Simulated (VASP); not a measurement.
Input of a VASP 6.6.1 run:

INCAR

```
PREC = Accurate
ENCUT = 520
EDIFF = 1E-7
ISMEAR = -1
SIGMA = 0.1
LREAL = F
LASPH = T
NELM = 60
ALGO = Normal
ISIF = 2
LWAVE = F
LCHARG = F
NBANDS = 26
```

File KPOINTS:

```
Automatic mesh
0
Gamma
  6 6 6
```

POSCAR

```
BaIrO3
1.0
    4.1009000000      0.0000000000      0.0000000000
    0.0000000000      4.1009000000      0.0000000000
    0.0000000000      0.0000000000      4.1009000000
Ba Ir O
1 1 3
Direct
    0.5000000000      0.5000000000      0.5000000000
    0.0000000000      0.0000000000      0.0000000000
    0.5000000000      0.0000000000      0.0000000000
    0.0000000000      0.4951230218      0.0000000000
    0.0000000000      0.0000000000      0.5000000000
```

Potentials or basis: VASP PAW LDA potentials, release 64 (Ba_sv, Ir, O).

Command:

```bash
$ cat potpaw_LDA.64/Ba_sv/POTCAR potpaw_LDA.64/Ir/POTCAR potpaw_LDA.64/O/POTCAR > POTCAR
$ mpirun -np 1 vasp_std > vasp.out
```

Problem. Estimate the pressure.

Solution. -12.8 GPa.

Problem. Predict the largest force.

Solution. 0.236 eV/Å.

Problem. Estimate the band gap on the k mesh.

Solution. Zero (an odd number of electrons rules out a gap without spin polarisation).

Forces on the atoms (eV/Å):
```
Ba   0.000 -0.006  0.000
Ir   0.000 -0.165  0.000
O    0.000 -0.033  0.000
O    0.000  0.236  0.000
O    0.000 -0.033  0.000
```

Caveat: the cell stands under tension; spin-orbit coupling is left out, which moves the levels of the heavy elements; an odd number of electrons without spin polarisation forces a metal; a magnetic or distorted state may lie lower.
